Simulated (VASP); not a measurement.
A run of VASP 6.6.1 is set up as follows.

The input INCAR:

```
SYSTEM = Be
PREC     = Accurate       ! precision mode
ENCUT    = 520            ! plane-wave cutoff, eV
EDIFF    = 1E-7           ! SCF threshold, eV
ISMEAR   = -1             ! smearing method
SIGMA    = 0.15           ! smearing width, eV
LREAL    = .FALSE.        ! projectors in reciprocal space
LASPH    = .TRUE.         ! aspherical terms in the spheres
NELM     = 150            ! most SCF steps
ALGO     = Normal         ! electronic algorithm
ISIF     = 2              ! what is computed and relaxed
LWAVE    = .FALSE.        ! write WAVECAR
LCHARG   = .FALSE.        ! write CHGCAR
ISPIN    = 2              ! spin polarisation
MAGMOM   = 0.5            ! initial moments
LORBIT   = 11             ! projections on sites
GGA      = PS             ! functional
NBANDS   = 11             ! bands
```

KPOINTS

```
Automatic mesh
0
G
  15 15 15
  0 0 0
```

File POSCAR:

```
Be
1.0
   -1.2531209513      1.2531209513      1.2531209513
    1.2531209513     -1.2531209513      1.2531209513
    1.2531209513      1.2531209513     -1.2531209513
Be
1
Direct
    0.0000000000      0.0000000000      0.0000000000
```

Potentials or basis: VASP PAW PBE potentials, release 64 (Be).

Command:

```sh
$ cat potpaw_PBE.64/Be/POTCAR > POTCAR
$ mpirun -np 1 vasp_std > vasp.out
```

Q: Predict the band gap on the k mesh.

A: Zero (filled and empty bands overlap).

Q: What does it give for the net moment?

A: 0.00 μB per cell.

Q: Estimate the pressure.

A: -1.4 GPa.

Caveat: the PAW data sets were made with another functional, which shifts forces and pressure a little.
